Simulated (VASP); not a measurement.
Here is a VASP 6.6.1 calculation.

Contents of INCAR:

```
PREC = Accurate
ENCUT = 520
EDIFF = 1E-6
ISMEAR = 0
SIGMA = 0.1
LREAL = F
LASPH = T
NELM = 120
ALGO = Normal
ISIF = 2
LWAVE = F
LCHARG = F
LDIPOL = T
IDIPOL = 3
DIPOL = 0.5 0.5 0.320
GGA = PE
NBANDS = 74
GGA_COMPAT = F
NELMDL = -8
```

Contents of KPOINTS:

```
regular mesh
0
Gamma
  5 5 1
```

Contents of POSCAR:

```
Pt12C
1.0
    5.6143281343      0.0000000000      0.0000000000
    0.0000000000      5.6143281343      0.0000000000
    0.0000000000      0.0000000000     19.3513792319
Pt C
12 1
Direct
    0.2500000000      0.2500000000      0.2067036128
    0.2500000000      0.7500000000      0.2067036128
    0.7500000000      0.2500000000      0.2067036128
    0.7500000000      0.7500000000      0.2067036128
    0.0000000000      0.0000000000      0.3062504947
    0.0000000000      0.5000000000      0.3062504947
    0.5000000000      0.0000000000      0.3062504947
    0.5000000000      0.5000000000      0.3062504947
    0.2500000000      0.2500000000      0.4057271132
    0.2500000000      0.7500000000      0.4057271132
    0.7500000000      0.2500000000      0.4057271132
    0.7500000000      0.7500000000      0.4057271132
    0.2500000000      0.4166666667      0.4821461493
```

Potentials or basis: VASP PAW PBE potentials, release 64 (Pt, C).

Command:

```console
$ cat potpaw_PBE.64/Pt/POTCAR potpaw_PBE.64/C/POTCAR > POTCAR
$ mpirun -np 1 vasp_std > vasp.out
```

Estimate the largest force.

1.874 eV/Å.

Predict the band gap on the k mesh.

zero (bands 62 and 63 overlap by 0.34 eV).

Forces in eV/Å, atoms in the order of the input:
```
Pt   0.000  0.008  0.044
Pt   0.000  0.063  0.059
Pt   0.000 -0.025 -0.025
Pt   0.000 -0.149 -0.417
Pt  -0.001 -0.017 -0.144
Pt  -0.250  0.061 -0.490
Pt   0.001 -0.017 -0.144
Pt   0.250  0.061 -0.490
Pt   0.000 -1.439  0.195
Pt   0.000 -0.225  1.305
Pt   0.000 -0.092 -0.154
Pt   0.000 -0.088  0.036
C    0.000  1.861  0.226
```

Caveat: spin-orbit coupling is left out, which moves the levels of the heavy elements.
